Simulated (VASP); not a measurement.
# MgS in VASP: further runs

Aim: see how the results for MgS move with the level of theory and the settings. Levels: PBE, r2SCAN. Tasks: single point.

Program: VASP 6.6.1. These are calculated values, not measurements. Logs are shortened: lines on timing, memory, paths and dates and some standing lists are left out, and cuts for length are marked.

## 1. The cell of the first run

It takes space group R3m (No. 160, trigonal). The conventional cell has a = 4.064 Å, b = 4.064 Å, c = 9.695 Å, α = 90.00°, β = 90.00°, γ = 120.00°. Within 3.2 Å of Mg (site symmetry 3m) lie 4 S at 2.46 to 2.47 Å. Within 3.2 Å of S (site symmetry 3m) lie 4 Mg at 2.46 to 2.47 Å.

## 2. Single point, PBE (epitaxial 111 strain +1.5%)

The input, INCAR:

```
PREC = Accurate
ENCUT = 520
EDIFF = 1E-6
ISMEAR = -1
SIGMA = 0.02
LREAL = F
LASPH = T
NELM = 100
ALGO = Normal
ISIF = 2
LWAVE = F
LCHARG = F
GGA = PE
NBANDS = 11
```

The input, KPOINTS:

```
Automatic mesh
0
Gamma
  8 8 8
```

The input, POSCAR:

```
MgS
1.0
   -0.0497710720      2.8235689209      2.8235689209
    2.8235689209     -0.0497710720      2.8235689209
    2.8235689209      2.8235689209     -0.0497710720
Mg S
1 1
Direct
   -0.0016387840     -0.0016387840     -0.0016387840
    0.2516387840      0.2516387840      0.2516387840
```

Potentials or basis: VASP PAW PBE potentials, release 64 (Mg, S).

The run is started by

```
> cat potpaw_PBE.64/Mg/POTCAR potpaw_PBE.64/S/POTCAR > POTCAR
> mpirun -np 1 vasp_std > vasp.out
```

OUTCAR:

```text
PREC = Accurate
   ENCUT = 520
   EDIFF = 1E-6
   ISMEAR = -1
   LREAL = F
   LASPH = T
   NELM = 100
   ISIF = 2
   GGA = PE

 ion  position               nearest neighbor table
   1  0.998  0.998  0.998-   2 2.46   2 2.47   2 2.47   2 2.47
   2  0.252  0.252  0.252-   1 2.46   1 2.47   1 2.47   1 2.47

  LATTYP: Found a trigonal (rhomboedric) cell.
 ALAT       =     3.9934396279
 COS(alpha) =     0.4822980642

  Lattice vectors:

 A1 = (  -0.0497710720,   2.8235689209,   2.8235689209)
 A2 = (   2.8235689209,  -0.0497710720,   2.8235689209)
 A3 = (   2.8235689209,   2.8235689209,  -0.0497710720)

Analysis of symmetry for initial positions (statically):
=====================================================================
 Subroutine PRICEL returns:
 Original cell was already a primitive cell.

 Routine SETGRP: Setting up the symmetry group for a
 trigonal (rhombohedral) supercell.

 Subroutine GETGRP returns: Found  6 space group operations
 (whereof  6 operations were pure point group operations)
 out of a pool of 12 trial point group operations.

The static configuration has the point symmetry C_3v.

Analysis of symmetry for dynamics (positions and initial velocities):
=====================================================================
 Subroutine PRICEL returns:
 Original cell was already a primitive cell.

 Routine SETGRP: Setting up the symmetry group for a
 trigonal (rhombohedral) supercell.

 Subroutine GETGRP returns: Found  6 space group operations
 (whereof  6 operations were pure point group operations)
 out of a pool of 12 trial point group operations.

The dynamic configuration has the point symmetry C_3v.

 Subroutine INISYM returns: Found  6 space group operations
 (whereof  6 operations are pure point group operations),
 and found     1 'primitive' translations

----------------------------------------------------------------------------------------

                                     Primitive cell

  volume of cell :      46.2123

  direct lattice vectors                    reciprocal lattice vectors
    -0.049771072  2.823568921  2.823568921    -0.172466212  0.175560824  0.175560824
     2.823568921 -0.049771072  2.823568921     0.175560824 -0.172466212  0.175560824
     2.823568921  2.823568921 -0.049771072     0.175560824  0.175560824 -0.172466212

  length of vectors
     3.993439628  3.993439628  3.993439628     0.302304151  0.302304151  0.302304151

[... 82 lines left out ...]
   EDIFFG = 0.1E-04   stopping-criterion for IOM
   NSW    =      0    number of steps for IOM
   IBRION =     -1    ionic relax: 0-MD 1-quasi-New 2-CG
   NFREE  =      0    steps in history (QN), initial steepest desc. (CG)
   ISIF   =      2    stress and relaxation
   ISYM   =      2    0-nonsym 1-usesym 2-fastsym
   POTIM  = 0.5000    time-step for ionic-motion
   TEBEG  =    0.0;   TEEND  =   0.0 temperature during run
   PSTRESS=    0.0 pullay stress
   NELECT =       8.0000    total number of electrons
   NUPDOWN=      -1.0000    fix difference up-down
   EMIN   =  10.00;   EMAX   =-10.00  energy-range for DOS
   EFERMI =   0.00;   METHOD = LEGACY
   ISMEAR =    -1;   SIGMA  =   0.02  broadening in eV -4-tet -1-fermi 0-gaus
   EFERMI_NEDOS =   21; number of points for ismear=-14 and -15
   IALGO  =     38    algorithm
   IMIX   =      4    mixing-type and parameters
     AMIX     =   0.40;   BMIX     =  1.00
     AMIX_MAG =   1.60;   BMIX_MAG =  1.00
  volume/ion in A,a.u.               =      23.11       155.93
  Fermi-wavevector in a.u.,A,eV,Ry     =   0.912401  1.724187 11.326508  0.832475
  Thomas-Fermi vector in A             =   2.036792
   LORBIT       =      0    0 simple, 1 ext, 2 COOP (PROOUT), +10 PAW based schemes
   GGA     = PE    functional components
   LHFCALC =     F    Hartree Fock is set to
   AEXX    =    0.0000 exact exchange contribution
   IVDW    =     0    specifies the selected vdW correction
   LEPSILON=     F    determine dielectric tensor
   LRPA    =     F    only Hartree local field effects (RPA)
 non-spin polarized calculation
  energy-cutoff  :      520.00
  volume of cell :       46.21
 maximum number of plane-waves:      1263
 NGX is ok and might be reduce to    30
   NGX = 15   NGY = 15   NGZ = 15

 number of electron       8.0000001 magnetization

 Free energy of the ion-electron system (eV)
  ---------------------------------------------------
  ext. energy  EPLUGINS =         0.00000000
  ---------------------------------------------------
  free energy    TOTEN  =        -8.46897882 eV

  energy without entropy =       -8.46897882  energy(sigma->0) =       -8.46897882

 E-fermi :   1.4348     XC(G=0):  -8.3205

 val. band max:        1.0478836729   @ k =   0.0000   0.0000   0.0000
 cond. band min:       4.3089004513   @ k =   0.0000   0.0000   0.0000
 fundamental gap:      3.2610167784
 Fermi energy:         1.4348345135

 k-point     1 :       0.0000    0.0000    0.0000
  band No.  band energies     occupation
      1     -10.2556      2.00000
      2       0.9062      2.00000
      3       0.9062      2.00000
      4       1.0479      2.00000
      5       4.3089      0.00000
      6       8.7427      0.00000
      7       8.7427      0.00000
      8       9.0924      0.00000
      9      11.7486      0.00000
     10      11.7486      0.00000
     11      14.5106      0.00000
[... 309 lines left out ...]
 k-point    24 :       0.3750    0.1250    0.1250
  band No.  band energies     occupation
      1      -9.8112      2.00000
      2      -1.2264      2.00000
      3       0.3449      2.00000
      4       0.7515      2.00000
      5       6.4902      0.00000
      6       8.2708      0.00000
      7       8.8596      0.00000
      8       9.1426      0.00000
      9      10.5874      0.00000
     10      13.0954      0.00000
     11      14.1553      0.00000

 [... further k-points ...]
[... 5 lines left out ...]
  --------------------------------------------------------------------------------------
  -------------------------------------------------------------------------------------
  Total       -0.0410577     -0.0410577     -0.0410577      0.1485607      0.1485607      0.1485607
  in kB       -1.4234671     -1.4234671     -1.4234671      5.1505866      5.1505866      5.1505866
  external PRESSURE =      -1.4234671 kB  Pullay stress =       0.0000000 kB

 VOLUME and BASIS-vectors are now :
 -----------------------------------------------------------------------------
  energy-cutoff  :      520.00
  volume of cell :       46.21
      direct lattice vectors                 reciprocal lattice vectors
    -0.049771072  2.823568921  2.823568921    -0.172466212  0.175560824  0.175560824
     2.823568921 -0.049771072  2.823568921     0.175560824 -0.172466212  0.175560824
     2.823568921  2.823568921 -0.049771072     0.175560824  0.175560824 -0.172466212

 POSITION                                       TOTAL-FORCE (eV/Angst)
 -----------------------------------------------------------------------------------
      5.58819      5.58819      5.58819        -0.002201     -0.002201     -0.002201
      1.40851      1.40851      1.40851         0.002201      0.002201      0.002201
 -----------------------------------------------------------------------------------
    total drift:                               -0.000051     -0.000051     -0.000051

  FREE ENERGIE OF THE ION-ELECTRON SYSTEM (eV)
  ---------------------------------------------------
  free  energy   TOTEN  =        -8.4689788239 eV

  energy  without entropy=       -8.4689788239  energy(sigma->0) =       -8.46897882
```

Wall time 34 s (1 thread of Intel Xeon 6975P-C, shared host); peak memory 0.19 GiB.

What came out:

| Item | Value |
| --- | --- |
| Free energy | -8.4690 eV |
| Pressure | -0.1 GPa |
| Largest force | 0.004 eV/Å |
| Band gap on the k mesh | 3.26 eV, direct |

Forces on the atoms (eV/Å):
```
Mg  -0.002 -0.002 -0.002
S    0.002  0.002  0.002
```

Levels at points of the mesh, in eV from the valence-band top:
```csv
k point,band 1,band 2,band 3,band 4,band 5,band 6,band 7,band 8
"(0.00, 0.00, 0.00)",-11.30,-0.14,-0.14,0.00,3.26,7.69,7.69,8.04
"(0.50, 0.00, 0.00)",-10.66,-3.18,-0.43,-0.35,4.99,7.47,7.65,8.41
"(0.50, 0.50, 0.00)",-10.44,-2.85,-1.18,-1.03,3.79,5.53,10.86,12.00
"(0.50, 0.50, 0.50)",-10.61,-3.11,-0.50,-0.50,4.84,7.37,7.37,8.44
```

Caveat: the cell differs from its parent crystal (epitaxial 111 strain +1.5%).

## 3. Single point, r2SCAN (uniaxial z strain -2.0%)

The input, POSCAR:

```
MgS
1.0
    0.0000000000      2.8308768404      2.7742593036
    2.8308768404      0.0000000000      2.7742593036
    2.8308768404      2.8308768404      0.0000000000
Mg S
1 1
Direct
    0.0000000000      0.0000000000      0.0000000000
    0.2500000000      0.2500000000      0.2500000000
```

The input, INCAR.step1:

```
PREC = Accurate
ENCUT = 520
ISMEAR = 0
SIGMA = 0.01
LREAL = False
LASPH = True
NELM = 80
NBANDS = 11
GGA = PE
ALGO = Normal
EDIFF = 1E-4
LWAVE = True
LCHARG = False
```

The input, INCAR.step2:

```
PREC = Accurate
ENCUT = 520
EDIFF = 1E-6
ISMEAR = 0
SIGMA = 0.01
LREAL = False
LASPH = True
NELM = 80
ALGO = Normal
ISIF = 2
LWAVE = False
LCHARG = True
METAGGA = R2SCAN
LMIXTAU = True
LELF = True
LVHAR = True
NBANDS = 11
ISTART = 1
```

The input, KPOINTS:

```
regular mesh
0
Gamma
  8 8 8
```

Potentials or basis: VASP PAW PBE potentials, release 64 (Mg, S).

The run is started by

```
> cat potpaw_PBE.64/Mg/POTCAR potpaw_PBE.64/S/POTCAR > POTCAR
> cp INCAR.step1 INCAR
> mpirun -np 1 vasp_std > vasp.out
> cp INCAR.step2 INCAR
> mpirun -np 1 vasp_std > vasp.out
```

Run time: 2.3 min. Hardware: 1 thread of Intel Xeon 6975P-C, shared host; peak memory 0.19 GiB.

It converged, with:

```
Free energy            : -15.4478 eV
Pressure               : 1.0 GPa
Band gap on the k mesh : 4.20 eV, direct
```

Stress tensor (GPa, compression positive):
```
0.83 0.00 0.00
0.00 0.83 0.00
0.00 0.00 1.25
```

Levels at points of the mesh, in eV from the valence-band top:
| k point | band 1 | band 2 | band 3 | band 4 | band 5 | band 6 | band 7 | band 8 | band 9 |
| --- | --- | --- | --- | --- | --- | --- | --- | --- | --- |
| (0.00, 0.00, 0.00) | -11.84 | -0.05 | -0.05 | 0.00 | 4.20 | 8.61 | 8.61 | 8.62 | 11.29 |
| (0.50, 0.00, 0.00) | -11.12 | -3.25 | -0.42 | -0.32 | 5.82 | 8.11 | 8.31 | 9.34 | 13.81 |
| (0.50, 0.50, 0.00) | -10.86 | -2.85 | -1.18 | -1.18 | 4.24 | 6.15 | 12.48 | 13.35 | 13.35 |
| (0.50, 0.00, 0.50) | -10.89 | -2.94 | -1.08 | -1.07 | 4.29 | 6.30 | 12.22 | 13.22 | 13.66 |

Caveat: the cell differs from its parent crystal (uniaxial z strain -2.0%); the PAW data sets were made with another functional, which shifts forces and pressure a little.

## 4. Single point, PBE (shear xy strain -1.0%)

The input, INCAR:

```
PREC = Accurate
ENCUT = 520
EDIFF = 1E-6
ISMEAR = -1
SIGMA = 0.02
LREAL = False
LASPH = True
NELM = 60
ALGO = Normal
ISIF = 2
LWAVE = False
LCHARG = True
GGA = PE
LELF = True
LVHAR = True
NBANDS = 11
```

KPOINTS is that of step 3.

The input, POSCAR:

```
MgS
1.0
   -0.0141543842      2.8308768404      2.8308768404
    2.8308768404     -0.0141543842      2.8308768404
    2.8167224562      2.8167224562      0.0000000000
Mg S
1 1
Direct
   -0.0009195632     -0.0009195632      0.0009195632
    0.2509195632      0.2509195632      0.2490804368
```

Potentials or basis: VASP PAW PBE potentials, release 64 (Mg, S).

The run is started by

```
> cat potpaw_PBE.64/Mg/POTCAR potpaw_PBE.64/S/POTCAR > POTCAR
> mpirun -np 1 vasp_std > vasp.out
```

OUTCAR:

```text
PREC = Accurate
   ENCUT = 520
   EDIFF = 1E-6
   ISMEAR = -1
   LREAL = False
   LASPH = True
   NELM = 60
   ISIF = 2
   GGA = PE

 ion  position               nearest neighbor table
   1  0.999  0.999  0.001-   2 2.45   2 2.45   2 2.45   2 2.45
   2  0.251  0.251  0.249-   1 2.45   1 2.45   1 2.45   1 2.45

  LATTYP: Found a body centered orthorhombic cell.
 ALAT       =     3.9834470990
 B/A-ratio  =     1.0100502513
 C/A-ratio  =     1.4213201632

  Lattice vectors:

[... 522 lines left out ...]

------------------------ aborting loop because EDIFF is reached ----------------------------------------

  FORCE on cell =-STRESS in cart. coord.  units (eV):
  Direction    XX          YY          ZZ          XY          YZ          ZX
  --------------------------------------------------------------------------------------
  -------------------------------------------------------------------------------------
  Total        0.2640977      0.2640977      0.2631532      0.0868145      0.0000000      0.0000000
  in kB        9.3259526      9.3259526      9.2925999      3.0656386      0.0000000      0.0000000
  external PRESSURE =       9.3148350 kB  Pullay stress =       0.0000000 kB

 VOLUME and BASIS-vectors are now :
 -----------------------------------------------------------------------------
  energy-cutoff  :      520.00
  volume of cell :       45.37
      direct lattice vectors                 reciprocal lattice vectors
    -0.014154384  2.830876840  2.830876840    -0.175744996  0.175744996  0.176623721
     2.830876840 -0.014154384  2.830876840     0.175744996 -0.175744996  0.176623721
     2.816722456  2.816722456  0.000000000     0.177511277  0.177511277 -0.176623721

 POSITION                                       TOTAL-FORCE (eV/Angst)
 -----------------------------------------------------------------------------------
      2.81672      2.81672      5.65655        -0.000000     -0.000000     -0.002690
      1.40836      1.40836      1.42064         0.000000      0.000000      0.002690
 -----------------------------------------------------------------------------------
    total drift:                               -0.000000     -0.000000     -0.000089

  FREE ENERGIE OF THE ION-ELECTRON SYSTEM (eV)
  ---------------------------------------------------
  free  energy   TOTEN  =        -8.4702277368 eV

  energy  without entropy=       -8.4702277368  energy(sigma->0) =       -8.47022774
```

It took 47 s on 1 thread of Intel Xeon 6975P-C, shared host; peak memory 0.2 GiB.

What came out:

| Quantity | Value |
| --- | --- |
| Free energy | -8.4702 eV |
| Pressure | 0.9 GPa |
| Band gap on the k mesh | 3.43 eV, direct |

Forces on the atoms (eV/Å):
```
Mg   0.000  0.000 -0.003
S    0.000  0.000  0.003
```

Caveat: the cell differs from its parent crystal (shear xy strain -1.0%). A k mesh can miss the band edges.

## 5. Single point, r2SCAN (epitaxial 111 strain +1.5%)

The input, POSCAR:

```
MgS
1.0
   -0.0497710720      2.8235689209      2.8235689209
    2.8235689209     -0.0497710720      2.8235689209
    2.8235689209      2.8235689209     -0.0497710720
Mg S
1 1
Direct
   -0.0016387840     -0.0016387840     -0.0016387840
    0.2516387840      0.2516387840      0.2516387840
```

The input, INCAR.step1:

```
ALGO = Normal ; EDIFF = 1E-4
ENCUT = 520 ; GGA = PE
ISMEAR = 0 ; LASPH = True
LCHARG = False ; LREAL = False
LWAVE = True ; NBANDS = 11
NELM = 60 ; PREC = Accurate
SIGMA = 0.01
```

The input, INCAR.step2:

```
ALGO = Normal ; EDIFF = 1E-6
ENCUT = 520 ; ISIF = 2
ISMEAR = 0 ; ISTART = 1
LASPH = True ; LCHARG = False
LMIXTAU = True ; LREAL = False
LWAVE = False ; METAGGA = R2SCAN
NBANDS = 11 ; NELM = 60
PREC = Accurate ; SIGMA = 0.01
```

The input, KPOINTS:

```
k-points
0
Gamma
  8 8 8
```

The run is started by

```
> cat potpaw_PBE.64/Mg/POTCAR potpaw_PBE.64/S/POTCAR > POTCAR
> cp INCAR.step1 INCAR
> mpirun -np 1 vasp_std > vasp.out
> cp INCAR.step2 INCAR
> mpirun -np 1 vasp_std > vasp.out
```

Run time: 1.9 min. Hardware: 1 thread of Intel Xeon 6975P-C, shared host; peak memory 0.19 GiB.

Results (log left out):

| Item | Value |
| --- | --- |
| Free energy | -15.4423 eV |
| Pressure | -1.4 GPa |
| Largest force | 0.003 eV/Å |
| Band gap on the k mesh | 3.92 eV, direct |

Forces on the atoms (eV/Å):
```
Mg   0.002  0.002  0.002
S   -0.002 -0.002 -0.002
```

Stress tensor (GPa, compression positive):
```
-1.36  0.55  0.55
 0.55 -1.36  0.55
 0.55  0.55 -1.36
```

Levels at points of the mesh, in eV from the valence-band top:
```csv
k point,band 1,band 2,band 3,band 4,band 5,band 6,band 7,band 8
"(0.00, 0.00, 0.00)",-11.78,-0.15,-0.15,0.00,3.92,8.33,8.33,8.69
"(0.50, 0.00, 0.00)",-11.12,-3.20,-0.44,-0.35,5.66,8.04,8.23,9.06
"(0.50, 0.50, 0.00)",-10.89,-2.87,-1.20,-1.05,4.22,6.14,11.81,12.97
"(0.50, 0.50, 0.50)",-11.07,-3.14,-0.51,-0.51,5.50,7.94,7.94,9.08
```

Caveat: the cell differs from its parent crystal (epitaxial 111 strain +1.5%); the PAW data sets were made with another functional, which shifts forces and pressure a little. A k mesh can miss the band edges.

## 6. Summary

```csv
level,cell,smearing,gap on the mesh (eV),pressure (GPa)
PBE,"a = 3.993 Å, angles 61.2°, 2 atoms",fermi-dirac 0.02 eV,3.26,-0.1
r2SCAN,"a = 3.964, b = 3.964, c = 4.003 Å, angles 59.7, 59.7, 60.7°, 2 atoms",gaussian 0.01 eV,4.20,1.0
PBE,"a = 4.003, b = 4.003, c = 3.983 Å, angles 60.2, 60.2, 60.3°, 2 atoms",fermi-dirac 0.02 eV,3.43,0.9
r2SCAN,"a = 3.993 Å, angles 61.2°, 2 atoms",gaussian 0.01 eV,3.92,-1.4
```

Alike in all rows: task single point; potentials or basis VASP PAW PBE potentials, release 64 (Mg, S); no spin polarisation; k mesh 8 × 8 × 8; cutoff (eV) 520.

Caveats: the PAW data sets were made with another functional, which shifts forces and pressure a little (some runs).

Absolute energies hang on the potentials; compare differences alone.
